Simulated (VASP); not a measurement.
Runs of VASP 6.6.1 on MgS. The structure is that of space group I4/mcm (No. 140), or close to it. The cells are those of the table. The cell was built from a structure type or drawn by symmetry, and may not be a known phase.

```csv
task,cell,k mesh,cutoff (eV),smearing,gap on the mesh (eV),pressure (GPa),largest force (eV/Å)
relaxation of cell and atoms,"relaxed from a = 6.599 Å, angles 99.1, 99.1, 133.1°, 8 atoms",6 × 6 × 6,600,gaussian 0.02 eV,(a),0.0,0.01
single point,"a = 6.599 Å, angles 99.1, 99.1, 133.1°, 8 atoms",4 × 4 × 4,520,gaussian 0.1 eV,2.94,-0.2,0.01
single point,"a = 5.250, b = 6.600, c = 6.599 Å, angles 80.7, 66.6, 66.6°, 8 atoms",4 × 4 × 4,520,gaussian 0.1 eV,2.94,-0.2,0.01
single point,"a = 6.599 Å, angles 99.1, 99.1, 133.1°, 8 atoms",6 × 6 × 6,520,gaussian 0.02 eV,2.94,-0.2,0.01
single point,"a = 5.253, b = 6.599, c = 6.599 Å, angles 80.9, 66.5, 66.5°, 8 atoms",4 × 4 × 4,520,gaussian 0.1 eV,2.93,-0.2,0.01
```

Alike in all rows: level PBE; potentials or basis VASP PAW PBE potentials, release 64 (Mg, S); no spin polarisation.

Problem. Fill in the values left out.

Solution. (a) 2.95.

A k mesh can miss the band edges.
